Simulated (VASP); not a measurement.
# CuI (F-43m) in VASP: single point with PBE

Aim: the single point of CuI with PBE.

Everything below comes from runs of VASP 6.6.1. Logs are shortened: lines on timing, memory, paths and dates and some standing lists are left out, and cuts for length are marked.

## Step 1: The cell of the first run

It takes space group F-43m (No. 216, cubic). The conventional cell has a = 6.078 Å, b = 6.078 Å, c = 6.078 Å, α = 90.00°, β = 90.00°, γ = 90.00°. Within 3.5 Å of Cu (site symmetry -43m) lie 4 I at 2.63 Å. Within 3.5 Å of I (site symmetry -43m) lie 4 Cu at 2.63 Å.

## Step 2: Single point, PBE

Input file INCAR:

```
PREC = Accurate ; ENCUT = 520
EDIFF = 1E-6 ; ISMEAR = 0
SIGMA = 0.01 ; LREAL = F
LASPH = T ; NELM = 60
ALGO = Normal ; ISIF = 2
LWAVE = F ; LCHARG = T
GGA = PE ; LELF = T
LVHAR = T ; NBANDS = 16
```

Input file KPOINTS:

```
Automatic mesh
0
Gamma
  8 8 8
```

Input file POSCAR:

```
CuI
1.0
    0.0000000000      3.0390034065      3.0390034065
    3.0390034065      0.0000000000      3.0390034065
    3.0390034065      3.0390034065      0.0000000000
Cu I
1 1
Direct
    0.2500000000      0.2500000000      0.2500000000
    0.0000000000      0.0000000000      0.0000000000
```

Potentials or basis: VASP PAW PBE potentials, release 64 (Cu, I).

On the command line:

```console
$ cat potpaw_PBE.64/Cu/POTCAR potpaw_PBE.64/I/POTCAR > POTCAR
$ mpirun -np 1 vasp_std > vasp.out
```

OUTCAR:

```text
PREC = Accurate
   ENCUT = 520
   EDIFF = 1E-6
   ISMEAR = 0
   LREAL = F
   LASPH = T
   NELM = 60
   ISIF = 2
   GGA = PE

 ion  position               nearest neighbor table
   1  0.250  0.250  0.250-   2 2.63   2 2.63   2 2.63   2 2.63
   2  0.000  0.000  0.000-   1 2.63   1 2.63   1 2.63   1 2.63

  LATTYP: Found a face centered cubic cell.
 ALAT       =     6.0780068130

  Lattice vectors:

 A1 = (   0.0000000000,   3.0390034065,   3.0390034065)
 A2 = (   3.0390034065,   0.0000000000,   3.0390034065)
 A3 = (   3.0390034065,   3.0390034065,   0.0000000000)

Analysis of symmetry for initial positions (statically):
=====================================================================
 Subroutine PRICEL returns:
 Original cell was already a primitive cell.

 Routine SETGRP: Setting up the symmetry group for a
 face centered cubic supercell.

 Subroutine GETGRP returns: Found 24 space group operations
 (whereof 24 operations were pure point group operations)
 out of a pool of 48 trial point group operations.

The static configuration has the point symmetry T_d .

Analysis of symmetry for dynamics (positions and initial velocities):
=====================================================================
 Subroutine PRICEL returns:
 Original cell was already a primitive cell.

 Routine SETGRP: Setting up the symmetry group for a
 face centered cubic supercell.

 Subroutine GETGRP returns: Found 24 space group operations
 (whereof 24 operations were pure point group operations)
 out of a pool of 48 trial point group operations.

The dynamic configuration has the point symmetry T_d .

 Subroutine INISYM returns: Found 24 space group operations
 (whereof 24 operations are pure point group operations),
 and found     1 'primitive' translations

----------------------------------------------------------------------------------------

                                     Primitive cell

  volume of cell :      56.1337

  direct lattice vectors                    reciprocal lattice vectors
     0.000000000  3.039003407  3.039003407    -0.164527621  0.164527621  0.164527621
     3.039003407  0.000000000  3.039003407     0.164527621 -0.164527621  0.164527621
     3.039003407  3.039003407  0.000000000     0.164527621  0.164527621 -0.164527621

  length of vectors
     4.297799834  4.297799834  4.297799834     0.284970198  0.284970198  0.284970198

  position of ions in fractional coordinates (direct lattice)
     0.250000000  0.250000000  0.250000000
     0.000000000  0.000000000  0.000000000

  ion indices of the primitive-cell ions
   primitive index   ion index
                 1           1
                 2           2

----------------------------------------------------------------------------------------

 KPOINTS: Automatic mesh

Automatic generation of k-mesh.
 Grid dimensions read from file:
 generate k-points for:    8    8    8

 Generating k-lattice:

  Cartesian coordinates                     Fractional coordinates (reciprocal lattice)
    -0.020565953  0.020565953  0.020565953     0.125000000  0.000000000  0.000000000
     0.020565953 -0.020565953  0.020565953     0.000000000  0.125000000  0.000000000
     0.020565953  0.020565953 -0.020565953     0.000000000  0.000000000  0.125000000

  Length of vectors
     0.035621275  0.035621275  0.035621275

  Shift w.r.t. Gamma in fractional coordinates (k-lattice)
     0.000000000  0.000000000  0.000000000

 Subroutine IBZKPT returns following result:
 ===========================================

 Found     29 irreducible k-points:

 Following reciprocal coordinates:
            Coordinates               Weight
  0.000000  0.000000  0.000000      1.000000
  0.125000  0.000000  0.000000      8.000000
  0.250000  0.000000  0.000000      8.000000
  0.375000  0.000000  0.000000      8.000000
  0.500000  0.000000  0.000000      4.000000
  0.125000  0.125000  0.000000      6.000000
[... 16 lines left out ...]
  0.500000  0.250000  0.125000     48.000000
 -0.375000  0.250000  0.125000     24.000000
 [... further k-points ...]
   k-points           NKPTS =     29   k-points in BZ     NKDIM =     29   number of bands    NBANDS=     16
   number of dos      NEDOS =    301   number of ions     NIONS =      2
   total plane-waves  NPLWV =  32768
   dimension x,y,z NGX =    32 NGY =   32 NGZ =   32
   dimension x,y,z NGXF=    64 NGYF=   64 NGZF=   64
   ions per type =               1   1
   NGX,Y,Z   is equivalent  to a cutoff of  12.38, 12.38, 12.38 a.u.
   NGXF,Y,Z  is equivalent  to a cutoff of  24.76, 24.76, 24.76 a.u.
 SYSTEM =  unknown system
   PREC   = accura    normal or accurate (medium, high low for compatibility)
   ISTART =      0    job   : 0-new  1-cont  2-samecut
   ICHARG =      2    charge: 1-file 2-atom 10-const
   ISPIN  =      1    spin polarized calculation?
   LNONCOLLINEAR =      F non collinear calculations
   LSORBIT =      F    spin-orbit coupling
   LASPH  =      T    aspherical Exc in radial PAW
   ENCUT  =  520.0 eV  38.22 Ry    6.18 a.u.   7.99  7.99  7.99*2*pi/ulx,y,z
   NELM   =     60;   NELMIN=  2; NELMDL= -5     # of ELM steps
   EDIFF  = 0.1E-05   stopping-criterion for ELM
   LREAL  =      F    real-space projection
   EDIFFG = 0.1E-04   stopping-criterion for IOM
   NSW    =      0    number of steps for IOM
   IBRION =     -1    ionic relax: 0-MD 1-quasi-New 2-CG
   NFREE  =      0    steps in history (QN), initial steepest desc. (CG)
   ISIF   =      2    stress and relaxation
   ISYM   =      2    0-nonsym 1-usesym 2-fastsym
   POTIM  = 0.5000    time-step for ionic-motion
   TEBEG  =    0.0;   TEEND  =   0.0 temperature during run
   PSTRESS=    0.0 pullay stress
   NELECT =      18.0000    total number of electrons
   NUPDOWN=      -1.0000    fix difference up-down
   EMIN   =  10.00;   EMAX   =-10.00  energy-range for DOS
   EFERMI =   0.00;   METHOD = LEGACY
   ISMEAR =     0;   SIGMA  =   0.01  broadening in eV -4-tet -1-fermi 0-gaus
   EFERMI_NEDOS =   21; number of points for ismear=-14 and -15
   IALGO  =     38    algorithm
   IMIX   =      4    mixing-type and parameters
     AMIX     =   0.40;   BMIX     =  1.00
     AMIX_MAG =   1.60;   BMIX_MAG =  1.00
  volume/ion in A,a.u.               =      28.07       189.40
  Fermi-wavevector in a.u.,A,eV,Ry     =   1.120533  2.117499 17.083383  1.255593
  Thomas-Fermi vector in A             =   2.257180
   LORBIT       =      0    0 simple, 1 ext, 2 COOP (PROOUT), +10 PAW based schemes
   GGA     = PE    functional components
   LHFCALC =     F    Hartree Fock is set to
   AEXX    =    0.0000 exact exchange contribution
   IVDW    =     0    specifies the selected vdW correction
   LEPSILON=     F    determine dielectric tensor
   LRPA    =     F    only Hartree local field effects (RPA)
 non-spin polarized calculation
 Gauss-broadening in eV      SIGMA  =   0.01
  energy-cutoff  :      520.00
  volume of cell :       56.13
 maximum number of plane-waves:      1540
   NGX = 15   NGY = 15   NGZ = 15

 number of electron      18.0000012 magnetization

 Free energy of the ion-electron system (eV)
  ---------------------------------------------------
  ext. energy  EPLUGINS =         0.00000000
  ---------------------------------------------------
  free energy    TOTEN  =        -5.56257125 eV

  energy without entropy =       -5.56257125  energy(sigma->0) =       -5.56257125

 E-fermi :   4.4640     XC(G=0):  -8.9027

 val. band max:        4.3505582831   @ k =   0.0000   0.0000   0.0000
 cond. band min:       5.4745518004   @ k =   0.0000   0.0000   0.0000
 fundamental gap:      1.1239935173
 Fermi energy:         4.4640437872

 k-point     1 :       0.0000    0.0000    0.0000
  band No.  band energies     occupation
      1      -9.6212      2.00000
      2       0.7451      2.00000
      3       0.7451      2.00000
      4       0.7451      2.00000
      5       2.5302      2.00000
      6       2.5302      2.00000
[... 8 lines left out ...]
     15      13.9145      0.00000
     16      13.9145      0.00000

 k-point     2 :       0.1250    0.0000    0.0000
  band No.  band energies     occupation
      1      -9.5501      2.00000
      2       0.4498      2.00000
      3       0.7505      2.00000
      4       0.7505      2.00000
      5       2.5242      2.00000
      6       2.5242      2.00000
[... 8 lines left out ...]
     15      13.2661      0.00000
     16      13.2737      0.00000

 k-point     3 :       0.2500    0.0000    0.0000
  band No.  band energies     occupation
      1      -9.3682      2.00000
      2      -0.2472      2.00000
      3       0.7604      2.00000
      4       0.7604      2.00000
      5       2.5213      2.00000
      6       2.5213      2.00000
[... 8 lines left out ...]
     15      13.0656      0.00000
     16      13.2718      0.00000

 k-point     4 :       0.3750    0.0000    0.0000
  band No.  band energies     occupation
      1      -9.1689      2.00000
      2      -0.9156      2.00000
      3       0.7655      2.00000
      4       0.7655      2.00000
      5       2.5406      2.00000
      6       2.5406      2.00000
[... 8 lines left out ...]
     15      13.9727      0.00000
     16      13.9727      0.00000

 k-point     5 :       0.5000    0.0000    0.0000
  band No.  band energies     occupation
      1      -9.0804      2.00000
      2      -1.1856      2.00000
      3       0.7661      2.00000
      4       0.7661      2.00000
      5       2.5577      2.00000
      6       2.5577      2.00000
[... 8 lines left out ...]
     15      15.1995      0.00000
     16      15.1995      0.00000

 k-point     6 :       0.1250    0.1250    0.0000
  band No.  band energies     occupation
      1      -9.5264      2.00000
      2       0.4127      2.00000
      3       0.7280      2.00000
      4       0.7280      2.00000
      5       2.4992      2.00000
      6       2.5427      2.00000
[... 8 lines left out ...]
     15      13.6862      0.00000
     16      14.0684      0.00000

 k-point     7 :       0.2500    0.1250    0.0000
  band No.  band energies     occupation
      1      -9.3809      2.00000
      2      -0.0868      2.00000
      3       0.7102      2.00000
      4       0.7199      2.00000
      5       2.4776      2.00000
      6       2.5519      2.00000
[... 8 lines left out ...]
     15      13.9390      0.00000
     16      14.4467      0.00000

 k-point     8 :       0.3750    0.1250    0.0000
  band No.  band energies     occupation
      1      -9.1849      2.00000
      2      -0.7019      2.00000
      3       0.6455      2.00000
      4       0.7271      2.00000
      5       2.4907      2.00000
      6       2.5634      2.00000
[... 8 lines left out ...]
     15      14.1372      0.00000
     16      14.5537      0.00000

 k-point     9 :       0.5000    0.1250    0.0000
  band No.  band energies     occupation
      1      -9.0555      2.00000
      2      -1.0678      2.00000
      3       0.5627      2.00000
      4       0.7476      2.00000
      5       2.5152      2.00000
      6       2.5607      2.00000
[... 8 lines left out ...]
     15      14.7823      0.00000
     16      15.2195      0.00000
[... 172 lines left out ...]
 k-point    19 :       0.5000    0.3750    0.0000
  band No.  band energies     occupation
      1      -8.9262      2.00000
      2      -1.0386      2.00000
      3       0.4367      2.00000
      4       0.6531      2.00000
      5       2.4549      2.00000
      6       2.5958      2.00000
[... 8 lines left out ...]
     15      15.5545      0.00000
     16      16.4983      0.00000

 k-point    20 :      -0.3750    0.3750    0.0000
  band No.  band energies     occupation
      1      -8.9108      2.00000
      2      -0.8674      2.00000
      3      -0.0081      2.00000
      4       0.6933      2.00000
      5       2.4074      2.00000
      6       2.5554      2.00000
[... 8 lines left out ...]
     15      14.3337      0.00000
     16      17.6010      0.00000

 k-point    21 :       0.5000    0.5000    0.0000
  band No.  band energies     occupation
      1      -8.8971      2.00000
      2      -1.1715      2.00000
      3       0.6324      2.00000
      4       0.6324      2.00000
      5       2.5071      2.00000
      6       2.5862      2.00000
[... 8 lines left out ...]
     15      15.6014      0.00000
     16      16.3429      0.00000

 k-point    22 :       0.3750    0.2500    0.1250
  band No.  band energies     occupation
      1      -9.2271      2.00000
      2      -0.4474      2.00000
      3       0.5281      2.00000
      4       0.7442      2.00000
      5       2.4623      2.00000
      6       2.5667      2.00000
[... 8 lines left out ...]
     15      14.6027      0.00000
     16      15.6488      0.00000

 k-point    23 :       0.5000    0.2500    0.1250
  band No.  band energies     occupation
      1      -9.0619      2.00000
      2      -0.7851      2.00000
      3       0.3054      2.00000
      4       0.7293      2.00000
      5       2.4848      2.00000
      6       2.5453      2.00000
[... 8 lines left out ...]
     15      14.9733      0.00000
     16      15.8073      0.00000

 k-point    24 :      -0.3750    0.2500    0.1250
  band No.  band energies     occupation
      1      -8.9895      2.00000
      2      -0.9285      2.00000
      3       0.2087      2.00000
      4       0.7160      2.00000
      5       2.4675      2.00000
      6       2.5414      2.00000
[... 8 lines left out ...]
     15      15.0820      0.00000
     16      15.6308      0.00000

 [... further k-points ...]
[... 5 lines left out ...]
  --------------------------------------------------------------------------------------
  -------------------------------------------------------------------------------------
  Total        0.0115174      0.0115174      0.0115174      0.0000000     -0.0000000      0.0000000
  in kB        0.3287314      0.3287314      0.3287314      0.0000000     -0.0000000      0.0000000
  external PRESSURE =       0.3287314 kB  Pullay stress =       0.0000000 kB

 VOLUME and BASIS-vectors are now :
 -----------------------------------------------------------------------------
  energy-cutoff  :      520.00
  volume of cell :       56.13
      direct lattice vectors                 reciprocal lattice vectors
     0.000000000  3.039003407  3.039003407    -0.164527621  0.164527621  0.164527621
     3.039003407  0.000000000  3.039003407     0.164527621 -0.164527621  0.164527621
     3.039003407  3.039003407  0.000000000     0.164527621  0.164527621 -0.164527621

 POSITION                                       TOTAL-FORCE (eV/Angst)
 -----------------------------------------------------------------------------------
      1.51950      1.51950      1.51950        -0.000000     -0.000000     -0.000000
      0.00000      0.00000      0.00000         0.000000      0.000000      0.000000
 -----------------------------------------------------------------------------------
    total drift:                                0.000001      0.000001      0.000001

  FREE ENERGIE OF THE ION-ELECTRON SYSTEM (eV)
  ---------------------------------------------------
  free  energy   TOTEN  =        -5.5625712466 eV

  energy  without entropy=       -5.5625712466  energy(sigma->0) =       -5.56257125
```

Wall time 32 s (1 thread of AMD EPYC 7R13, shared host); peak memory 0.16 GiB.

What came out:

```
Free energy            : -5.5626 eV
Pressure               : 0.0 GPa
Band gap on the k mesh : 1.12 eV
```

Caveat: spin-orbit coupling is left out, which moves the levels of the heavy elements. A hybrid or GW would open this gap; PBE tends to underestimate it.
